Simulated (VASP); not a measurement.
A run of VASP 6.6.1 is set up as follows.

INCAR

```
PREC = Accurate ; ENCUT = 600
EDIFF = 1E-6 ; ISMEAR = 0
SIGMA = 0.1 ; LREAL = False
LASPH = True ; NELM = 200
ALGO = Normal ; ISIF = 2
LWAVE = False ; LCHARG = False
ISPIN = 2 ; MAGMOM = 0.81
LORBIT = 11 ; LMAXMIX = 4
GGA = CA ; NBANDS = 15
GGA_COMPAT = False
```

File KPOINTS:

```
Automatic mesh
0
Gamma
  8 8 8
```

Contents of POSCAR:

```
Ni
1.0
    0.0000000000      1.7069369575      1.7069369575
    1.7069369575      0.0000000000      1.7069369575
    1.7069369575      1.7069369575      0.0000000000
Ni
1
Direct
    0.0000000000      0.0000000000      0.0000000000
```

Potentials or basis: VASP PAW LDA potentials, release 64 (Ni).

The run is started by

```bash
$ cat potpaw_LDA.64/Ni/POTCAR > POTCAR
$ mpirun -np 1 vasp_std > vasp.out
```

Predict the net moment.

0.70 μB per cell.

Predict the pressure.

2.6 GPa.

What does it give for the site moments?

Ni +0.69 μB.

Caveat: the k points lie up to 0.40 Å⁻¹ apart.
